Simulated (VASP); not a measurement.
The system is Sc.

```
Sc
1.0
     3.31948    0.00000    0.00000
    -1.65974    2.87475    0.00000
     0.00000    0.00000    5.16265
Sc
2
Cartesian
  0.0000 1.9165 1.2907
  1.6597 0.9583 3.8720
```

```yaml
Program: VASP 6.6.1
Task: relaxation of cell and atoms
Functional: PBE
Dispersion: D3(BJ)
Potentials_or_basis: VASP PAW PBE potentials, release 64 (Sc_sv)
Cutoff: 600 eV
k_mesh: 15 × 15 × 8
Occupations: gaussian, width 0.1 eV
Spin: no spin polarisation
```

At the start: pressure -2.5 GPa; volume 24.63 Å³/atom.

**Question.** How do energy, volume and symmetry change on relaxing?

**Answer.** Over 7 steps the energy falls by 9.2 meV/atom and the volume is 23.49 Å³/atom (-4.6 %); space group P6_3/mmc (No. 194, to 0.05 Å).

Step by step:
```
step  energy change (eV)  largest force (eV/Å)  pressure (GPa)  volume (Å³)
   1              0.0000                0.0000           -2.51        49.27
   2             -0.0177                0.0000            0.54        46.56
   3             -0.0184                0.0000           -0.01        46.99
   4             -0.0184                0.0000            0.06        46.95
   5             -0.0185                0.0000           -0.03        47.00
   6             -0.0185                0.0000           -0.03        47.00
   7             -0.0185                0.0000            0.01        46.98
```

Final structure:
```
Sc
1.0
     3.26928    0.00000    0.00000
    -1.63464    2.83128    0.00000
     0.00000    0.00000    5.07555
Sc
2
Cartesian
  0.0000 1.8875 1.2689
  1.6346 0.9438 3.8067
```

Caveat: pairwise dispersion overbinds metals, which lowers pressure and volume.
